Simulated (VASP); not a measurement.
# P in VASP: single point with r2SCAN

Aim: the single point of P with r2SCAN.

All numbers are computed with VASP 6.6.1; they aren't measurements. Logs are shortened: lines on timing, memory, paths and dates and some standing lists are left out, and cuts for length are marked.

## Step 1: The cell of the first run

The typed cell holds 2 atoms: a = 4.745 Å, b = 4.745 Å, c = 3.274 Å, α = 90.00°, β = 90.00°, γ = 147.75°.

## Step 2: Single point, r2SCAN

The input, POSCAR:

```
P
1.0
   -3.0426730350      3.4030682388      1.2930220432
    3.4030682388     -3.0426730350      1.2930220432
    2.2715745272      2.2715745272     -0.6329575674
P
2
Direct
    0.9567119420      0.0432880580      1.0000000000
    0.7932880580      0.2067119420      0.5000000000
```

The input, INCAR.step1:

```
PREC = Accurate
ENCUT = 520
ISMEAR = -1
SIGMA = 0.1
LREAL = F
LASPH = T
NELM = 80
ISYM = 0
NBANDS = 12
GGA = PE
ALGO = Normal
EDIFF = 1E-4
LWAVE = T
LCHARG = F
```

The input, INCAR.step2:

```
PREC = Accurate
ENCUT = 520
EDIFF = 1E-6
ISMEAR = -1
SIGMA = 0.1
LREAL = F
LASPH = T
NELM = 80
ALGO = Normal
ISIF = 2
LWAVE = F
LCHARG = T
METAGGA = R2SCAN
LMIXTAU = T
LELF = T
LVHAR = T
ISYM = 0
NBANDS = 12
ISTART = 1
```

The input, KPOINTS:

```
regular mesh
0
Gamma
  13 13 9
```

Potentials or basis: VASP PAW PBE potentials, release 64 (P).

The run is started by

```sh
cat potpaw_PBE.64/P/POTCAR > POTCAR
cp INCAR.step1 INCAR
mpirun -np 1 vasp_std > vasp.out
cp INCAR.step2 INCAR
mpirun -np 1 vasp_std > vasp.out
```

OUTCAR:

```text
PREC = Accurate
   ENCUT = 520
   EDIFF = 1E-6
   ISMEAR = -1
   LREAL = F
   LASPH = T
   NELM = 80
   ISIF = 2
   METAGGA = R2SCAN
   ISYM = 0
   ISTART = 1

 ion  position               nearest neighbor table
   1  0.957  0.043  0.000-   2 2.21   2 2.21
   2  0.793  0.207  0.500-   1 2.21   1 2.21

IMPORTANT INFORMATION: All symmetrisations will be switched off!
NOSYMM: (Re-)initialisation of all symmetry stuff for point group C_1.

----------------------------------------------------------------------------------------

                                     Primitive cell

  volume of cell :      39.3352

  direct lattice vectors                    reciprocal lattice vectors
    -3.042673035  3.403068239  1.293022043    -0.025710141  0.129431053  0.372236299
     3.403068239 -3.042673035  1.293022043     0.129431053 -0.025710141  0.372236299
     2.271574527  2.271574527 -0.632957567     0.211883755  0.211883755 -0.059056912

  length of vectors
     4.744537769  4.744537769  3.274253647     0.394934515  0.394934515  0.305413114

  position of ions in fractional coordinates (direct lattice)
     0.956711942  0.043288058  0.000000000
     0.793288058  0.206711942  0.500000000

  ion indices of the primitive-cell ions
   primitive index   ion index
                 1           1
                 2           2

----------------------------------------------------------------------------------------

 KPOINTS: regular mesh

Automatic generation of k-mesh.
 Grid dimensions read from file:
 generate k-points for:   13   13    9

 Generating k-lattice:

  Cartesian coordinates                     Fractional coordinates (reciprocal lattice)
    -0.001977703  0.009956235  0.028633561     0.076923077  0.000000000  0.000000000
     0.009956235 -0.001977703  0.028633561     0.000000000  0.076923077  0.000000000
     0.023542639  0.023542639 -0.006561879     0.000000000  0.000000000  0.111111111

  Length of vectors
     0.030379578  0.030379578  0.033934790

  Shift w.r.t. Gamma in fractional coordinates (k-lattice)
     0.000000000  0.000000000  0.000000000

 Subroutine IBZKPT returns following result:
 ===========================================

 Found    761 irreducible k-points:

 Following reciprocal coordinates:
            Coordinates               Weight
[... 48 lines left out ...]
   NFREE  =      0    steps in history (QN), initial steepest desc. (CG)
   ISIF   =      2    stress and relaxation
   ISYM   =      0    0-nonsym 1-usesym 2-fastsym
   POTIM  = 0.5000    time-step for ionic-motion
   TEBEG  =    0.0;   TEEND  =   0.0 temperature during run
   PSTRESS=    0.0 pullay stress
   NELECT =      10.0000    total number of electrons
   NUPDOWN=      -1.0000    fix difference up-down
   EMIN   =  10.00;   EMAX   =-10.00  energy-range for DOS
   EFERMI =   0.00;   METHOD = LEGACY
   ISMEAR =    -1;   SIGMA  =   0.10  broadening in eV -4-tet -1-fermi 0-gaus
   EFERMI_NEDOS =   21; number of points for ismear=-14 and -15
   IALGO  =     38    algorithm
   IMIX   =      4    mixing-type and parameters
     AMIX     =   0.40;   BMIX     =  1.00
     AMIX_MAG =   1.60;   BMIX_MAG =  1.00
  volume/ion in A,a.u.               =      19.67       132.72
  Fermi-wavevector in a.u.,A,eV,Ry     =   1.037085  1.959807 14.633689  1.075546
  Thomas-Fermi vector in A             =   2.171506
   LORBIT       =      0    0 simple, 1 ext, 2 COOP (PROOUT), +10 PAW based schemes
   METAGGA = R2SCAN    functional components
   LHFCALC =     F    Hartree Fock is set to
   AEXX    =    0.0000 exact exchange contribution
   IVDW    =     0    specifies the selected vdW correction
   LEPSILON=     F    determine dielectric tensor
   LRPA    =     F    only Hartree local field effects (RPA)
 non-spin polarized calculation
  energy-cutoff  :      520.00
  volume of cell :       39.34
 maximum number of plane-waves:      1076
   NGX = 17   NGY = 17   NGZ = 13

 number of electron      10.0000000 magnetization

 Free energy of the ion-electron system (eV)
  ---------------------------------------------------
  ext. energy  EPLUGINS =         0.00000000
  ---------------------------------------------------
  free energy    TOTEN  =       -17.49529010 eV

  energy without entropy =      -17.47036855  energy(sigma->0) =      -17.48282933

 E-fermi :   5.7657     XC(G=0): -10.1549

 val. band max:        5.7623279520   @ k =  -0.1538   0.3077   0.1111
 cond. band min:       5.7729708133   @ k =  -0.2308   0.3846  -0.1111
 fundamental gap:      0.0106428613
 Fermi energy:         5.7657166194

 k-point     1 :       0.0000    0.0000    0.0000
  band No.  band energies     occupation
      1     -10.2587      2.00000
      2      -2.8533      2.00000
      3       1.3511      2.00000
      4       2.0130      2.00000
      5       6.7137      0.00015
      6       9.2678      0.00000
      7       9.8671      0.00000
      8      12.6686      0.00000
      9      13.6257      0.00000
     10      14.0739      0.00000
     11      15.9242      0.00000
     12      17.5862      0.00000
[... 331 lines left out ...]
 k-point    24 :      -0.0769   -0.4615    0.0000
  band No.  band energies     occupation
      1      -7.0669      2.00000
      2      -1.7334      2.00000
      3      -0.0709      2.00000
      4       3.2602      2.00000
      5       4.0849      2.00000
      6       5.8049      0.80666
      7       9.6694      0.00000
      8      11.4375      0.00000
      9      12.2802      0.00000
     10      13.3231      0.00000
     11      14.7082      0.00000
     12      16.5996      0.00000

 [... further k-points ...]

------------------------ aborting loop because EDIFF is reached ----------------------------------------

  FORCE on cell =-STRESS in cart. coord.  units (eV):
  Direction    XX          YY          ZZ          XY          YZ          ZX
  --------------------------------------------------------------------------------------
  -------------------------------------------------------------------------------------
  Total       -0.1678223     -0.1678223     -0.0401454     -0.0098551      0.0197251      0.0197250
  in kB       -6.8356382     -6.8356382     -1.6351768     -0.4014102      0.8034302      0.8034269
  external PRESSURE =      -5.1021511 kB  Pullay stress =       0.0000000 kB

 VOLUME and BASIS-vectors are now :
 -----------------------------------------------------------------------------
  energy-cutoff  :      520.00
  volume of cell :       39.34
      direct lattice vectors                 reciprocal lattice vectors
    -3.042673035  3.403068239  1.293022043    -0.025710141  0.129431053  0.372236299
     3.403068239 -3.042673035  1.293022043     0.129431053 -0.025710141  0.372236299
     2.271574527  2.271574527 -0.632957567     0.211883755  0.211883755 -0.059056912

 POSITION                                       TOTAL-FORCE (eV/Angst)
 -----------------------------------------------------------------------------------
     -2.76365      3.12404      1.29302         0.073612     -0.073611      0.000000
     -0.57447      3.20644      0.97654        -0.073612      0.073611     -0.000000
 -----------------------------------------------------------------------------------
    total drift:                                0.000000      0.000000      0.000000

  FREE ENERGIE OF THE ION-ELECTRON SYSTEM (eV)
  ---------------------------------------------------
  free  energy   TOTEN  =       -17.4952901001 eV

  energy  without entropy=      -17.4703685508  energy(sigma->0) =      -17.48282933
```

OUTCAR.step1:

```text
PREC = Accurate
   ENCUT = 520
   ISMEAR = -1
   LREAL = F
   LASPH = T
   NELM = 80
[... 543 lines left out ...]
 -----------------------------------------------------------------------------------
     -2.76365      3.12404      1.29302        -0.097561      0.097563     -0.000001
     -0.57447      3.20644      0.97654         0.097561     -0.097563      0.000001
 -----------------------------------------------------------------------------------
    total drift:                               -0.000002      0.000005      0.000000

  FREE ENERGIE OF THE ION-ELECTRON SYSTEM (eV)
  ---------------------------------------------------
  free  energy   TOTEN  =       -10.3841350255 eV

  energy  without entropy=      -10.3574099541  energy(sigma->0) =      -10.37077249
```

Run time: 26 min. Hardware: 1 thread of Intel Xeon 8259CL, shared host; peak memory 0.39 GiB.

Results:

```
Free energy            : -17.4953 eV
Pressure               : -0.5 GPa
Largest force          : 0.104 eV/Å
Band gap on the k mesh : zero (bands 5 and 6 overlap by 6.49 eV)
```

Forces on the atoms (eV/Å):
```
P    0.074 -0.074  0.000
P   -0.074  0.074  0.000
```

Stress tensor (GPa, compression positive):
```
-0.68 -0.04  0.08
-0.04 -0.68  0.08
 0.08  0.08 -0.16
```

Levels at points of the mesh, in eV from the Fermi level:
```
           k point  band 3  band 4  band 5  band 6  band 7  band 8
(0.00, 0.00, 0.00)   -4.41   -3.75    0.95    3.50    4.10    6.90
```

Caveat: the PAW data sets were made with another functional, which shifts forces and pressure a little.
